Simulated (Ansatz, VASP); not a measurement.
**One calculation of Si2W, two programs**

The input INCAR:

```
PREC = Accurate
ENCUT = 520
EDIFF = 1E-7
ISMEAR = 0
SIGMA = 0.03
LREAL = F
LASPH = T
NELM = 80
ALGO = Normal
ISIF = 2
LWAVE = F
LCHARG = F
GGA = CA
NBANDS = 43
```

Contents of KPOINTS:

```
regular mesh
0
Gamma
  9 9 6
```

File POSCAR:

```
Si2W
1.0
    4.5927688295      0.0000000000      0.0000000000
   -2.2963844148      3.9774544801      0.0000000000
    0.0000000000      0.0000000000      6.4496252673
Si W
6 3
Direct
    0.8255546399      0.6511092798      0.5000000000
    0.1744453601      0.8255546399      0.8333333333
    0.6511092798      0.8255546399      0.1666666667
    0.1744453601      0.3488907202      0.5000000000
    0.8255546399      0.1744453601      0.8333333333
    0.3488907202      0.1744453601      0.1666666667
    0.0000000000      0.5000000000      0.1666666667
    0.5000000000      0.5000000000      0.8333333333
    0.5000000000      0.0000000000      0.5000000000
```

Input for Ansatz:

```yaml
crystal:
  lattice:
    - [4.5927688295, 0.0, 0.0]
    - [-2.2963844148, 3.9774544801, 0.0]
    - [0.0, 0.0, 6.4496252673]
  atoms:
    - { symbol: Si, position: [0.8255546399, 0.6511092798, 0.5] }
    - { symbol: Si, position: [0.1744453601, 0.8255546399, 0.8333333333] }
    - { symbol: Si, position: [0.6511092798, 0.8255546399, 0.1666666667] }
    - { symbol: Si, position: [0.1744453601, 0.3488907202, 0.5] }
    - { symbol: Si, position: [0.8255546399, 0.1744453601, 0.8333333333] }
    - { symbol: Si, position: [0.3488907202, 0.1744453601, 0.1666666667] }
    - { symbol: W, position: [0.0, 0.5, 0.1666666667] }
    - { symbol: W, position: [0.5, 0.5, 0.8333333333] }
    - { symbol: W, position: [0.5, 0.0, 0.5] }
basis:
  ecutwfc: 420
kpoints:
  mp_grid: { grid: [9, 9, 6] }
hamiltonian:
  xc: lda
  pseudopotentials: { kind: paw, azcp: { folder: soft_1 } }
scf:
  occupations: { method: gaussian, width: 0.03 }
output:
  forces: true
  stress: true
  eigenvalues: true
```

Alike in both runs: task single point; functional LDA; k mesh 9 × 9 × 6; occupations gaussian, width 0.03 eV; no spin polarisation.

|  | VASP | Ansatz |
| --- | --- | --- |
| version | VASP 6.6.1 | Ansatz 0.2.0 |
| potentials or method | VASP PAW LDA potentials, release 64 (Si, W_sv), cutoff 520 eV | scalar-relativistic, plane waves, PAW |
| valence electrons in the cell | 66 | 66 |

```tsv
	VASP	Ansatz	Ansatz less VASP
gap on the k mesh at the Fermi level (eV)	0.16	0.17	+0.006
least direct gap on the mesh (eV)	0.56	0.56	0.000
pressure (GPa)	3.0	2.2	-0.73
traceless stress, the component that is largest in VASP (GPa)	5.95	5.86	-0.081
rms of the force components (eV/Å)	0.645	0.640	-0.0055
```

Ansatz warns that its potentials were made for another functional, while VASP's fit it. LDA's correlation is that of Perdew and Zunger in VASP and of Perdew and Wang (1992) in Ansatz. Atom by atom the forces differ by 0.006 eV/Å (rms over components).

Neither program's run includes spin-orbit coupling.
